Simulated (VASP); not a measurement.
# Cd (Pm-3m) in VASP: further runs, part 3 of 3

VASP 6.6.1. Earlier steps stand in the parts before.

## 4. Single point, PBE (12.11 Å³/atom)

This run uses another cell than the first one, of 12.11 Å³/atom.

The input, INCAR:

```
PREC     = Accurate       # precision mode
ENCUT    = 520            # plane-wave cutoff, eV
EDIFF    = 1E-6           # SCF threshold, eV
ISMEAR   = -1             # smearing method
SIGMA    = 0.08           # smearing width, eV
LREAL    = F              # projectors in reciprocal space
LASPH    = T              # aspherical terms in the spheres
NELM     = 60             # most SCF steps
ALGO     = Normal         # electronic algorithm
ISIF     = 2              # what is computed and relaxed
LWAVE    = F              # write WAVECAR
LCHARG   = T              # write CHGCAR
GGA      = PE             # functional
LELF     = T              # ELF
LVHAR    = T            
NBANDS   = 12             # bands
```

The input, KPOINTS:

```
regular mesh
0
Gamma
  14 14 14
```

The input, POSCAR:

```
Cd
1.0
    2.2961561791      0.0000000000      0.0000000000
    0.0000000000      2.2961561791      0.0000000000
    0.0000000000      0.0000000000      2.2961561791
Cd
1
Direct
    0.0000000000      0.0000000000      0.0000000000
```

Potentials or basis: VASP PAW PBE potentials, release 64 (Cd).

Run with:

```
cat potpaw_PBE.64/Cd/POTCAR > POTCAR
mpirun -np 1 vasp_std > vasp.out
```

OUTCAR:

```text
PREC = Accurate
   ENCUT = 520
   EDIFF = 1E-6
   ISMEAR = -1
   LREAL = F
   LASPH = T
   NELM = 60
   ISIF = 2
   GGA = PE

 ion  position               nearest neighbor table
   1  0.000  0.000  0.000-

  LATTYP: Found a simple cubic cell.
 ALAT       =     2.2961561791

  Lattice vectors:

 A1 = (   2.2961561791,   0.0000000000,   0.0000000000)
 A2 = (   0.0000000000,   2.2961561791,   0.0000000000)
 A3 = (   0.0000000000,   0.0000000000,   2.2961561791)

Analysis of symmetry for initial positions (statically):
=====================================================================
 Subroutine PRICEL returns:
 Original cell was already a primitive cell.

 Routine SETGRP: Setting up the symmetry group for a
 simple cubic supercell.

 Subroutine GETGRP returns: Found 48 space group operations
 (whereof 48 operations were pure point group operations)
 out of a pool of 48 trial point group operations.

The static configuration has the point symmetry O_h .

Analysis of symmetry for dynamics (positions and initial velocities):
=====================================================================
 Subroutine PRICEL returns:
 Original cell was already a primitive cell.

 Routine SETGRP: Setting up the symmetry group for a
 simple cubic supercell.

 Subroutine GETGRP returns: Found 48 space group operations
 (whereof 48 operations were pure point group operations)
 out of a pool of 48 trial point group operations.

The dynamic configuration has the point symmetry O_h .

 Subroutine INISYM returns: Found 48 space group operations
 (whereof 48 operations are pure point group operations),
 and found     1 'primitive' translations

----------------------------------------------------------------------------------------

                                     Primitive cell

  volume of cell :      12.1061

  direct lattice vectors                    reciprocal lattice vectors
     2.296156179  0.000000000  0.000000000     0.435510445  0.000000000  0.000000000
     0.000000000  2.296156179  0.000000000     0.000000000  0.435510445  0.000000000
     0.000000000  0.000000000  2.296156179     0.000000000  0.000000000  0.435510445

  length of vectors
     2.296156179  2.296156179  2.296156179     0.435510445  0.435510445  0.435510445

  position of ions in fractional coordinates (direct lattice)
     0.000000000  0.000000000  0.000000000

  ion indices of the primitive-cell ions
   primitive index   ion index
                 1           1

----------------------------------------------------------------------------------------

 KPOINTS: regular mesh

Automatic generation of k-mesh.
 Grid dimensions read from file:
 generate k-points for:   14   14   14

 Generating k-lattice:

  Cartesian coordinates                     Fractional coordinates (reciprocal lattice)
     0.031107889  0.000000000  0.000000000     0.071428571  0.000000000  0.000000000
     0.000000000  0.031107889  0.000000000     0.000000000  0.071428571  0.000000000
     0.000000000  0.000000000  0.031107889     0.000000000  0.000000000  0.071428571

  Length of vectors
     0.031107889  0.031107889  0.031107889

  Shift w.r.t. Gamma in fractional coordinates (k-lattice)
     0.000000000  0.000000000  0.000000000

 Subroutine IBZKPT returns following result:
 ===========================================

 Found    120 irreducible k-points:

 Following reciprocal coordinates:
            Coordinates               Weight
  0.000000  0.000000  0.000000      1.000000
  0.071429  0.000000  0.000000      6.000000
  0.142857  0.000000  0.000000      6.000000
  0.214286  0.000000  0.000000      6.000000
  0.285714  0.000000  0.000000      6.000000
  0.357143  0.000000  0.000000      6.000000
[... 16 lines left out ...]
  0.285714  0.214286  0.000000     24.000000
  0.357143  0.214286  0.000000     24.000000
 [... further k-points ...]
   k-points           NKPTS =    120   k-points in BZ     NKDIM =    120   number of bands    NBANDS=     12
   number of dos      NEDOS =    301   number of ions     NIONS =      1
   total plane-waves  NPLWV =   5832
   dimension x,y,z NGX =    18 NGY =   18 NGZ =   18
   dimension x,y,z NGXF=    36 NGYF=   36 NGZF=   36
   ions per type =               1
   NGX,Y,Z   is equivalent  to a cutoff of  13.03, 13.03, 13.03 a.u.
   NGXF,Y,Z  is equivalent  to a cutoff of  26.06, 26.06, 26.06 a.u.
 SYSTEM =  unknown system
   PREC   = accura    normal or accurate (medium, high low for compatibility)
   ISTART =      0    job   : 0-new  1-cont  2-samecut
   ICHARG =      2    charge: 1-file 2-atom 10-const
   ISPIN  =      1    spin polarized calculation?
   LNONCOLLINEAR =      F non collinear calculations
   LSORBIT =      F    spin-orbit coupling
   LASPH  =      T    aspherical Exc in radial PAW
   ENCUT  =  520.0 eV  38.22 Ry    6.18 a.u.   4.27  4.27  4.27*2*pi/ulx,y,z
   NELM   =     60;   NELMIN=  2; NELMDL= -5     # of ELM steps
   EDIFF  = 0.1E-05   stopping-criterion for ELM
   LREAL  =      F    real-space projection
   EDIFFG = 0.1E-04   stopping-criterion for IOM
   NSW    =      0    number of steps for IOM
   IBRION =     -1    ionic relax: 0-MD 1-quasi-New 2-CG
   NFREE  =      0    steps in history (QN), initial steepest desc. (CG)
   ISIF   =      2    stress and relaxation
   ISYM   =      2    0-nonsym 1-usesym 2-fastsym
   POTIM  = 0.5000    time-step for ionic-motion
   TEBEG  =    0.0;   TEEND  =   0.0 temperature during run
   PSTRESS=    0.0 pullay stress
   NELECT =      12.0000    total number of electrons
   NUPDOWN=      -1.0000    fix difference up-down
   EMIN   =  10.00;   EMAX   =-10.00  energy-range for DOS
   EFERMI =   0.00;   METHOD = LEGACY
   ISMEAR =    -1;   SIGMA  =   0.08  broadening in eV -4-tet -1-fermi 0-gaus
   EFERMI_NEDOS =   21; number of points for ismear=-14 and -15
   IALGO  =     38    algorithm
   IMIX   =      4    mixing-type and parameters
     AMIX     =   0.40;   BMIX     =  1.00
     AMIX_MAG =   1.60;   BMIX_MAG =  1.00
  volume/ion in A,a.u.               =      12.11        81.70
  Fermi-wavevector in a.u.,A,eV,Ry     =   1.632302  3.084603 36.251492  2.664410
  Thomas-Fermi vector in A             =   2.724295
   LORBIT       =      0    0 simple, 1 ext, 2 COOP (PROOUT), +10 PAW based schemes
   GGA     = PE    functional components
   LHFCALC =     F    Hartree Fock is set to
   AEXX    =    0.0000 exact exchange contribution
   IVDW    =     0    specifies the selected vdW correction
   LEPSILON=     F    determine dielectric tensor
   LRPA    =     F    only Hartree local field effects (RPA)
 non-spin polarized calculation
  energy-cutoff  :      520.00
  volume of cell :       12.11
 maximum number of plane-waves:       341
 NGX is ok and might be reduce to    18
   NGX =  9   NGY =  9   NGZ =  9

 number of electron      11.9999988 magnetization

 Free energy of the ion-electron system (eV)
  ---------------------------------------------------
  ext. energy  EPLUGINS =         0.00000000
  ---------------------------------------------------
  free energy    TOTEN  =         3.98901437 eV

  energy without entropy =        3.99692562  energy(sigma->0) =        3.99297000

 E-fermi :   9.3741     XC(G=0): -14.3980

 val. band max:        9.3202122372   @ k =   0.5000   0.4286   0.0714
 cond. band min:       9.3743464901   @ k =   0.4286   0.3571   0.2857
 fundamental gap:      0.0541342529
 Fermi energy:         9.3740939478

 k-point     1 :       0.0000    0.0000    0.0000
  band No.  band energies     occupation
      1      -6.1409      2.00000
      2      -6.1409      2.00000
      3      -5.4745      2.00000
      4      -0.3175      2.00000
      5      -0.3175      2.00000
      6      -0.3175      2.00000
      7      24.0317      0.00000
      8      24.0317      0.00000
      9      24.0317      0.00000
     10      30.6434      0.00000
     11      30.6434      0.00000
     12      32.4072      0.00000
[... 331 lines left out ...]
 k-point    24 :       0.3571    0.2143    0.0000
  band No.  band energies     occupation
      1      -5.1178      2.00000
      2      -3.9605      2.00000
      3      -3.0193      2.00000
      4      -1.8161      2.00000
      5      -0.9186      2.00000
      6       1.8800      2.00000
      7      12.2215      0.00000
      8      20.8838      0.00000
      9      27.9784      0.00000
     10      31.1699      0.00000
     11      31.6601      0.00000
     12      38.8431      0.00000

 [... further k-points ...]

------------------------ aborting loop because EDIFF is reached ----------------------------------------

  FORCE on cell =-STRESS in cart. coord.  units (eV):
  Direction    XX          YY          ZZ          XY          YZ          ZX
  --------------------------------------------------------------------------------------
  -------------------------------------------------------------------------------------
  Total       17.3341487     17.3341487     17.3341487      0.0000000      0.0000000     -0.0000000
  in kB     2294.0814115   2294.0814115   2294.0814115      0.0000000      0.0000000     -0.0000000
  external PRESSURE =    2294.0814115 kB  Pullay stress =       0.0000000 kB

 VOLUME and BASIS-vectors are now :
 -----------------------------------------------------------------------------
  energy-cutoff  :      520.00
  volume of cell :       12.11
      direct lattice vectors                 reciprocal lattice vectors
     2.296156179  0.000000000  0.000000000     0.435510445  0.000000000  0.000000000
     0.000000000  2.296156179  0.000000000     0.000000000  0.435510445  0.000000000
     0.000000000  0.000000000  2.296156179     0.000000000  0.000000000  0.435510445

 POSITION                                       TOTAL-FORCE (eV/Angst)
 -----------------------------------------------------------------------------------
      0.00000      0.00000      0.00000         0.000000      0.000000      0.000000
 -----------------------------------------------------------------------------------
    total drift:                                0.000000      0.000000     -0.000000

  FREE ENERGIE OF THE ION-ELECTRON SYSTEM (eV)
  ---------------------------------------------------
  free  energy   TOTEN  =         3.9890143720 eV

  energy  without entropy=        3.9969256215  energy(sigma->0) =        3.99297000
```

Wall time 10 s (1 thread of AMD EPYC 7R13 (Zen 3), shared host); peak memory 0.1 GiB.

Results:

```
Free energy            : 3.9890 eV
Pressure               : 229.4 GPa
Band gap on the k mesh : zero (bands 6 and 7 overlap by 8.60 eV)
```

Levels at points of the mesh, in eV from the Fermi level:
```csv
k point,band 2,band 3,band 4,band 5,band 6,band 7,band 8,band 9,band 10,band 11
"(0.00, 0.00, 0.00)",-15.51,-14.85,-9.69,-9.69,-9.69,14.66,14.66,14.66,21.27,21.27
"(0.50, 0.00, 0.00)",-13.77,-11.65,-11.65,-9.51,-6.77,-1.55,17.18,21.35,23.04,23.04
"(0.50, 0.50, 0.00)",-13.83,-11.30,-11.30,-8.19,0.07,0.07,7.68,8.29,25.00,25.00
"(0.50, 0.50, 0.50)",-14.51,-14.51,-8.06,-8.06,7.00,7.82,7.82,7.82,14.57,14.57
```

Caveat: the cell stands under pressure.

## 5. Single point, PBE (14.80 Å³/atom)

This run uses another cell than the first one, of 14.80 Å³/atom.

The input, INCAR:

```
SYSTEM = Cd
ALGO = Normal ; EDIFF = 1E-6
ENCUT = 520 ; GGA = PE
ISIF = 2 ; ISMEAR = -1
LASPH = .True. ; LCHARG = .False.
LREAL = .False. ; LWAVE = .False.
NBANDS = 12 ; NELM = 60
PREC = Accurate ; SIGMA = 0.08
```

The input, KPOINTS:

```
k-points
0
Gamma
  14 14 14
  0 0 0
```

The input, POSCAR:

```
Cd
1.0
    2.4549999238      0.0000000000      0.0000000000
    0.0000000000      2.4549999238      0.0000000000
    0.0000000000      0.0000000000      2.4549999238
Cd
1
Direct
    0.0000000000      0.0000000000      0.0000000000
```

Run with:

```
cat potpaw_PBE.64/Cd/POTCAR > POTCAR
mpirun -np 1 vasp_std > vasp.out
```

Run time: 9.8 s. Hardware: 1 thread of AMD EPYC 7R13 (Zen 3), shared host; peak memory 0.1 GiB.

The run converged. Its results:

* Free energy: 1.3891 eV
* Pressure: 100.0 GPa
* Band gap on the k mesh: zero (bands 6 and 7 overlap by 8.73 eV)

Levels at points of the mesh, in eV from the Fermi level:
| k point | band 2 | band 3 | band 4 | band 5 | band 6 | band 7 | band 8 | band 9 | band 10 | band 11 |
| --- | --- | --- | --- | --- | --- | --- | --- | --- | --- | --- |
| (0.00, 0.00, 0.00) | -13.09 | -12.33 | -8.98 | -8.98 | -8.98 | 13.49 | 13.49 | 13.49 | 19.04 | 19.04 |
| (0.50, 0.00, 0.00) | -11.78 | -10.31 | -10.31 | -8.86 | -5.12 | -1.99 | 16.88 | 19.72 | 20.47 | 20.47 |
| (0.50, 0.50, 0.00) | -11.90 | -10.08 | -10.08 | -7.92 | 0.55 | 0.55 | 6.10 | 7.16 | 23.16 | 23.16 |
| (0.50, 0.50, 0.50) | -12.27 | -12.27 | -7.83 | -7.83 | 6.74 | 6.74 | 6.74 | 7.98 | 13.02 | 13.02 |

Caveat: the cell stands under pressure.

## 6. Single point, PBE (17.49 Å³/atom)

This run uses another cell than the first one, of 17.49 Å³/atom.

The input, INCAR:

```
SYSTEM = Cd
PREC = Accurate
ENCUT = 520
EDIFF = 1E-7
ISMEAR = -1
SIGMA = 0.08
LREAL = .FALSE.
LASPH = .TRUE.
NELM = 100
ALGO = Normal
ISIF = 2
LWAVE = .FALSE.
LCHARG = .TRUE.
GGA = PE
LELF = .TRUE.
LVHAR = .TRUE.
NBANDS = 12
```

The input, KPOINTS:

```
Automatic mesh
0
G
  14 14 14
  0 0 0
```

The input, POSCAR:

```
Cd
1.0
    2.5955837031      0.0000000000      0.0000000000
    0.0000000000      2.5955837031      0.0000000000
    0.0000000000      0.0000000000      2.5955837031
Cd
1
Direct
    0.0000000000      0.0000000000      0.0000000000
```

Potentials or basis: VASP PAW PBE potentials, release 64 (Cd).

Run with:

```
cat potpaw_PBE.64/Cd/POTCAR > POTCAR
mpirun -np 1 vasp_std > vasp.out
```

It took 12 s on 1 thread of AMD EPYC 7R13 (Zen 3), shared host; peak memory 0.11 GiB.

Results (log left out):

| Quantity | Value |
| --- | --- |
| Free energy | 0.2267 eV |
| Pressure | 45.7 GPa |
| Band gap on the k mesh | zero (bands 6 and 7 overlap by 8.27 eV) |

Levels at points of the mesh, in eV from the Fermi level:
```csv
k point,band 3,band 4,band 5,band 6,band 7,band 8,band 9,band 10
"(0.00, 0.00, 0.00)",-10.58,-8.56,-8.56,-8.56,12.47,12.47,12.47,17.27
"(0.50, 0.00, 0.00)",-9.52,-9.52,-8.47,-3.98,-2.25,16.41,18.39,18.40
"(0.50, 0.50, 0.00)",-9.35,-9.35,-7.77,0.86,0.86,4.62,6.74,21.66
"(0.50, 0.50, 0.50)",-10.92,-7.71,-7.71,6.02,6.02,6.02,8.43,11.88
```

Caveat: the cell stands under pressure.

## 7. Overview

```csv
cell,gap on the mesh (eV),pressure (GPa)
"a = 2.208 Å, 1 atom",none,361.2
"a = 2.296 Å, 1 atom",none,229.4
"a = 2.455 Å, 1 atom",none,100.0
"a = 2.596 Å, 1 atom",none,45.7
```

Alike in all rows: task single point; level PBE; potentials or basis VASP PAW PBE potentials, release 64 (Cd); no spin polarisation; k mesh 14 × 14 × 14; cutoff (eV) 520; smearing fermi-dirac 0.08 eV.

Caveats: the cell stands under pressure.

Absolute energies hang on the potentials; compare differences alone.
